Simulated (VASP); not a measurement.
# ZnO (zincite) (P6_3mc) in VASP: notebook, part 2 of 3

VASP 6.6.1. The steps go on from the part before.

## 3. Single point, PBE

Input file INCAR:

```
SYSTEM = ZnO
PREC = Accurate
ENCUT = 910
EDIFF = 1E-6
ISMEAR = -1
SIGMA = 0.05
LREAL = .FALSE.
LASPH = .TRUE.
NELM = 120
ALGO = Normal
ISIF = 2
LWAVE = .FALSE.
LCHARG = .TRUE.
GGA = PE
LELF = .TRUE.
LVHAR = .TRUE.
NBANDS = 26
GGA_COMPAT = .FALSE.
```

Input file KPOINTS:

```
regular mesh
0
G
  5 5 3
  0 0 0
```

Input file POSCAR:

```
ZnO
1.0
    3.2493080000      0.0000000000      0.0000000000
   -1.6246540000      2.8139832727      0.0000000000
    0.0000000000      0.0000000000      5.2057090000
Zn O
2 2
Direct
    0.6666666667      0.3333333333      0.0000000000
    0.3333333333      0.6666666667      0.5000000000
    0.3333333333      0.6666666667      0.8790100000
    0.6666666667      0.3333333333      0.3790100000
```

Potentials or basis: VASP PAW PBE potentials, release 64 (Zn, O_h).

Command:

```
cat potpaw_PBE.64/Zn/POTCAR potpaw_PBE.64/O_h/POTCAR > POTCAR
mpirun -np 1 vasp_std > vasp.out
```

OUTCAR:

```text
SYSTEM = ZnO
   PREC = Accurate
   ENCUT = 910
   EDIFF = 1E-6
   ISMEAR = -1
   LREAL = .FALSE.
   LASPH = .TRUE.
   NELM = 120
   ISIF = 2
   GGA = PE

 ion  position               nearest neighbor table
   1  0.667  0.333  0.000-   4 1.97   3 1.98   3 1.98   3 1.98
   2  0.333  0.667  0.500-   3 1.97   4 1.98   4 1.98   4 1.98
   3  0.333  0.667  0.879-   2 1.97   1 1.98   1 1.98   1 1.98
   4  0.667  0.333  0.379-   1 1.97   2 1.98   2 1.98   2 1.98

  LATTYP: Found a hexagonal cell.
 ALAT       =     3.2493080000
 C/A-ratio  =     1.6020977390

  Lattice vectors:

 A1 = (   3.2493080000,   0.0000000000,   0.0000000000)
 A2 = (  -1.6246540000,   2.8139832727,   0.0000000000)
 A3 = (   0.0000000000,   0.0000000000,   5.2057090000)

Analysis of symmetry for initial positions (statically):
=====================================================================
 Subroutine PRICEL returns:
 Original cell was already a primitive cell.

 Routine SETGRP: Setting up the symmetry group for a
 hexagonal supercell.

 Subroutine GETGRP returns: Found 12 space group operations
 (whereof  6 operations were pure point group operations)
 out of a pool of 24 trial point group operations.

The static configuration has the point symmetry C_3v.
 The point group associated with its full space group is C_6v.

Analysis of symmetry for dynamics (positions and initial velocities):
=====================================================================
 Subroutine PRICEL returns:
 Original cell was already a primitive cell.

 Routine SETGRP: Setting up the symmetry group for a
 hexagonal supercell.

 Subroutine GETGRP returns: Found 12 space group operations
 (whereof  6 operations were pure point group operations)
 out of a pool of 24 trial point group operations.

The dynamic configuration has the point symmetry C_3v.
 The point group associated with its full space group is C_6v.

 Subroutine INISYM returns: Found 12 space group operations
 (whereof  6 operations are pure point group operations),
 and found     1 'primitive' translations

----------------------------------------------------------------------------------------

                                     Primitive cell

  volume of cell :      47.5984

  direct lattice vectors                    reciprocal lattice vectors
     3.249308000  0.000000000  0.000000000     0.307757836  0.177684070  0.000000000
    -1.624654000  2.813983273  0.000000000     0.000000000  0.355368139  0.000000000
     0.000000000  0.000000000  5.205709000     0.000000000  0.000000000  0.192096792

  length of vectors
     3.249308000  3.249308000  5.205709000     0.355368139  0.355368139  0.192096792

  position of ions in fractional coordinates (direct lattice)
     0.666666667  0.333333333  0.000000000
     0.333333333  0.666666667  0.500000000
     0.333333333  0.666666667  0.879010000
     0.666666667  0.333333333  0.379010000

  ion indices of the primitive-cell ions
   primitive index   ion index
                 1           1
                 2           2
                 3           3
                 4           4

----------------------------------------------------------------------------------------

 KPOINTS: regular mesh

Automatic generation of k-mesh.
 Grid dimensions read from file:
 generate k-points for:    5    5    3

 Generating k-lattice:

  Cartesian coordinates                     Fractional coordinates (reciprocal lattice)
     0.061551567  0.035536814  0.000000000     0.200000000  0.000000000  0.000000000
     0.000000000  0.071073628  0.000000000     0.000000000  0.200000000  0.000000000
     0.000000000  0.000000000  0.064032264     0.000000000  0.000000000  0.333333333

  Length of vectors
     0.071073628  0.071073628  0.064032264

  Shift w.r.t. Gamma in fractional coordinates (k-lattice)
     0.000000000  0.000000000  0.000000000

 Subroutine IBZKPT returns following result:
 ===========================================

 Found     10 irreducible k-points:

 Following reciprocal coordinates:
            Coordinates               Weight
  0.000000  0.000000  0.000000      1.000000
  0.200000 -0.000000  0.000000      6.000000
  0.400000 -0.000000  0.000000      6.000000
  0.200000  0.200000  0.000000      6.000000
  0.400000  0.200000  0.000000      6.000000
  0.000000  0.000000  0.333333      2.000000
  0.200000 -0.000000  0.333333     12.000000
  0.400000 -0.000000  0.333333     12.000000
  0.200000  0.200000  0.333333     12.000000
  0.400000  0.200000  0.333333     12.000000
   k-points           NKPTS =     10   k-points in BZ     NKDIM =     10   number of bands    NBANDS=     26
   number of dos      NEDOS =    301   number of ions     NIONS =      4
   total plane-waves  NPLWV =  55296
   dimension x,y,z NGX =    32 NGY =   32 NGZ =   54
   dimension x,y,z NGXF=    64 NGYF=   64 NGZF=  108
   ions per type =               2   2
   NGX,Y,Z   is equivalent  to a cutoff of  16.37, 16.37, 17.25 a.u.
   NGXF,Y,Z  is equivalent  to a cutoff of  32.74, 32.74, 34.49 a.u.
 SYSTEM =  ZnO
   PREC   = accura    normal or accurate (medium, high low for compatibility)
   ISTART =      0    job   : 0-new  1-cont  2-samecut
   ICHARG =      2    charge: 1-file 2-atom 10-const
   ISPIN  =      1    spin polarized calculation?
   LNONCOLLINEAR =      F non collinear calculations
   LSORBIT =      F    spin-orbit coupling
   LASPH  =      T    aspherical Exc in radial PAW
   ENCUT  =  910.0 eV  66.88 Ry    8.18 a.u.   7.99  7.99 12.80*2*pi/ulx,y,z
   NELM   =    120;   NELMIN=  2; NELMDL= -5     # of ELM steps
   EDIFF  = 0.1E-05   stopping-criterion for ELM
   LREAL  =      F    real-space projection
   EDIFFG = 0.1E-04   stopping-criterion for IOM
   NSW    =      0    number of steps for IOM
   IBRION =     -1    ionic relax: 0-MD 1-quasi-New 2-CG
   NFREE  =      0    steps in history (QN), initial steepest desc. (CG)
   ISIF   =      2    stress and relaxation
   ISYM   =      2    0-nonsym 1-usesym 2-fastsym
   POTIM  = 0.5000    time-step for ionic-motion
   TEBEG  =    0.0;   TEEND  =   0.0 temperature during run
   PSTRESS=    0.0 pullay stress
   NELECT =      36.0000    total number of electrons
   NUPDOWN=      -1.0000    fix difference up-down
   EMIN   =  10.00;   EMAX   =-10.00  energy-range for DOS
   EFERMI =   0.00;   METHOD = LEGACY
   ISMEAR =    -1;   SIGMA  =   0.05  broadening in eV -4-tet -1-fermi 0-gaus
   EFERMI_NEDOS =   21; number of points for ismear=-14 and -15
   IALGO  =     38    algorithm
   IMIX   =      4    mixing-type and parameters
     AMIX     =   0.40;   BMIX     =  1.00
     AMIX_MAG =   1.60;   BMIX_MAG =  1.00
  volume/ion in A,a.u.               =      11.90        80.30
  Fermi-wavevector in a.u.,A,eV,Ry     =   1.491574  2.818667 30.270160  2.224794
  Thomas-Fermi vector in A             =   2.604212
   LORBIT       =      0    0 simple, 1 ext, 2 COOP (PROOUT), +10 PAW based schemes
   GGA     = PE    functional components
   LHFCALC =     F    Hartree Fock is set to
   AEXX    =    0.0000 exact exchange contribution
   IVDW    =     0    specifies the selected vdW correction
   LEPSILON=     F    determine dielectric tensor
   LRPA    =     F    only Hartree local field effects (RPA)
 non-spin polarized calculation
  energy-cutoff  :      910.00
  volume of cell :       47.60
 maximum number of plane-waves:      2982
 NGX is ok and might be reduce to    32
   NGX = 15   NGY = 15   NGZ = 25

 number of electron      35.9999997 magnetization

 Free energy of the ion-electron system (eV)
  ---------------------------------------------------
  ext. energy  EPLUGINS =         0.00000000
  ---------------------------------------------------
  free energy    TOTEN  =       -17.82798905 eV

  energy without entropy =      -17.82797509  energy(sigma->0) =      -17.82798207

 E-fermi :   1.9437     XC(G=0): -10.9127

 val. band max:        1.5280869730   @ k =   0.0000   0.0000   0.0000
 cond. band min:       2.3165242393   @ k =   0.0000   0.0000   0.0000
 fundamental gap:      0.7884372663
 Fermi energy:         1.9436971100

 k-point     1 :       0.0000    0.0000    0.0000
  band No.  band energies     occupation
      1     -16.5596      2.00000
      2     -15.8282      2.00000
      3      -4.1613      2.00000
      4      -4.1613      2.00000
      5      -4.1220      2.00000
      6      -4.1003      2.00000
[... 279 lines left out ...]
     25      15.3791      0.00000
     26      16.0495      0.00000

------------------------ aborting loop because EDIFF is reached ----------------------------------------

  FORCE on cell =-STRESS in cart. coord.  units (eV):
  Direction    XX          YY          ZZ          XY          YZ          ZX
  --------------------------------------------------------------------------------------
  -------------------------------------------------------------------------------------
  Total        1.5128932      1.5128932      2.0147480      0.0000000      0.0000000     -0.0000000
  in kB       50.9244759     50.9244759     67.8170717      0.0000000      0.0000000     -0.0000000
  external PRESSURE =      56.5553412 kB  Pullay stress =       0.0000000 kB

 VOLUME and BASIS-vectors are now :
 -----------------------------------------------------------------------------
  energy-cutoff  :      910.00
  volume of cell :       47.60
      direct lattice vectors                 reciprocal lattice vectors
     3.249308000  0.000000000  0.000000000     0.307757836  0.177684070  0.000000000
    -1.624654000  2.813983273  0.000000000     0.000000000  0.355368139  0.000000000
     0.000000000  0.000000000  5.205709000     0.000000000  0.000000000  0.192096792

 POSITION                                       TOTAL-FORCE (eV/Angst)
 -----------------------------------------------------------------------------------
      1.62465      0.93799      0.00000        -0.000000      0.000000     -0.073499
     -0.00000      1.87599      2.60285         0.000000     -0.000000     -0.073499
     -0.00000      1.87599      4.57587        -0.000000      0.000000      0.073499
      1.62465      0.93799      1.97302         0.000000     -0.000000      0.073499
 -----------------------------------------------------------------------------------
    total drift:                                0.000000     -0.000000     -0.000403

  FREE ENERGIE OF THE ION-ELECTRON SYSTEM (eV)
  ---------------------------------------------------
  free  energy   TOTEN  =       -17.8279890480 eV

  energy  without entropy=      -17.8279750923  energy(sigma->0) =      -17.82798207
```

Wall time 13 s (1 thread of Intel Xeon 6975P-C (Granite Rapids), shared host); peak memory 0.22 GiB.

Results:

| Property | Result |
| --- | --- |
| Free energy | -17.8280 eV |
| Pressure | 5.7 GPa |
| Largest force | 0.073 eV/Å |
| Band gap on the k mesh | 0.79 eV, direct |

Forces in eV/Å, atoms in the order of the input:
```
Zn   0.000  0.000 -0.073
Zn   0.000  0.000 -0.073
O    0.000  0.000  0.073
O    0.000  0.000  0.073
```

Stress tensor (GPa, compression positive):
```
5.09 0.00 0.00
0.00 5.09 0.00
0.00 0.00 6.78
```

Caveat: the k points lie up to 0.45 Å⁻¹ apart; the cutoff is under 1.25 times the usual one of these potentials, so pressure, stress and relaxed cells hold a basis-set (Pulay) error.

## 4. Single point, PBE

Input file INCAR:

```
PREC = Accurate
ENCUT = 520
EDIFF = 1E-6
ISMEAR = 0
SIGMA = 0.013000000000000001
LREAL = False
LASPH = True
NELM = 100
ALGO = Normal
ISIF = 2
LWAVE = False
LCHARG = False
GGA = PE
NBANDS = 26
```

Input file KPOINTS:

```
Automatic mesh
0
Gamma
  9 9 5
```

POSCAR is that of step 3.

Potentials or basis: VASP PAW PBE potentials, release 64 (Zn, O).

Command:

```
cat potpaw_PBE.64/Zn/POTCAR potpaw_PBE.64/O/POTCAR > POTCAR
mpirun -np 1 vasp_std > vasp.out
```

Wall time 81 s (1 thread of AMD EPYC 7R13, shared host); peak memory 0.15 GiB.

The run converged. Its results:

| Item | Value |
| --- | --- |
| Free energy | -17.8222 eV |
| Pressure | 6.0 GPa |
| Largest force | 0.074 eV/Å |
| Band gap on the k mesh | 0.79 eV, direct |

Forces on the atoms (eV/Å):
```
Zn   0.000  0.000 -0.074
Zn   0.000  0.000 -0.074
O    0.000  0.000  0.074
O    0.000  0.000  0.074
```

Stress tensor (GPa, compression positive):
```
5.43 0.00 0.00
0.00 5.43 0.00
0.00 0.00 7.19
```

Levels at points of the mesh, in eV from the valence-band top:
```tsv
k point	band 14	band 15	band 16	band 17	band 18	band 19	band 20	band 21	band 22	band 23
(0.00, 0.00, 0.00)	-0.81	-0.81	-0.07	0.00	0.00	0.79	5.21	8.26	12.85	12.85
```

PBE gaps usually lie below the measured ones, often by a third to a half.

## 5. Single point, PBE

Input file INCAR:

```
SYSTEM = ZnO
  PREC = Accurate
  ENCUT = 520
  EDIFF = 1E-7
  ISMEAR = 0
  SIGMA = 0.014
  LREAL = .FALSE.
  LASPH = .TRUE.
  NELM = 80
  ALGO = Normal
  ISIF = 2
  LWAVE = .FALSE.
  LCHARG = .FALSE.
  GGA = PE
  NBANDS = 26
```

Input file KPOINTS:

```
Automatic mesh
0
G
  9 9 5
  0 0 0
```

POSCAR is that of step 4.

Command:

```
cat potpaw_PBE.64/Zn/POTCAR potpaw_PBE.64/O/POTCAR > POTCAR
mpirun -np 1 vasp_std > vasp.out
```

Run time: 80 s. Hardware: 1 thread of AMD EPYC 7R13, shared host; peak memory 0.15 GiB.

The run converged. Its results:

* Free energy: -17.8222 eV
* Pressure: 6.0 GPa
* Largest force: 0.074 eV/Å
* Band gap on the k mesh: 0.79 eV, direct

Forces on the atoms (eV/Å):
```
Zn   0.000  0.000 -0.074
Zn   0.000  0.000 -0.074
O    0.000  0.000  0.074
O    0.000  0.000  0.074
```

Stress tensor (GPa, compression positive):
```
5.40 0.00 0.00
0.00 5.40 0.00
0.00 0.00 7.16
```

Levels at points of the mesh, in eV from the valence-band top:
```csv
k point,band 16,band 17,band 18,band 19,band 20,band 21
"(0.00, 0.00, 0.00)",-0.07,0.00,0.00,0.79,5.21,8.26
```

(Part 2 of 3 ends here.)
